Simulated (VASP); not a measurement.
Input of a VASP 6.6.1 run:

Contents of INCAR:

```
SYSTEM = Mn
PREC = Accurate
ENCUT = 500
EDIFF = 1E-6
ISMEAR = 0
SIGMA = 0.1
LREAL = .False.
LASPH = .True.
NELM = 200
ALGO = Normal
ISIF = 2
LWAVE = .False.
LCHARG = .False.
ISPIN = 2
MAGMOM = 0.76
LORBIT = 11
LMAXMIX = 4
GGA = PE
ISYM = 0
NBANDS = 16
GGA_COMPAT = .False.
```

File KPOINTS:

```
Automatic mesh
0
Gamma
  2 2 2
  0.92 0.38 0.72
```

Contents of POSCAR:

```
Mn
1.0
   -1.3932737400      1.3932737400      1.3932737400
    1.3932737400     -1.3932737400      1.3932737400
    1.3932737400      1.3932737400     -1.3932737400
Mn
1
Direct
    0.0000000000      0.0000000000      0.0000000000
```

Potentials or basis: VASP PAW PBE potentials, release 64 (Mn_pv).

Command:

```bash
$ cat potpaw_PBE.64/Mn_pv/POTCAR > POTCAR
$ mpirun -np 1 vasp_std > vasp.out
```

Q: Estimate the site moments.

A: Mn +1.04 μB.

Q: Estimate the net moment.

A: 1.04 μB per cell.

Q: Estimate the pressure.

A: 3.5 GPa.

Caveat: the k points lie up to 1.59 Å⁻¹ apart.
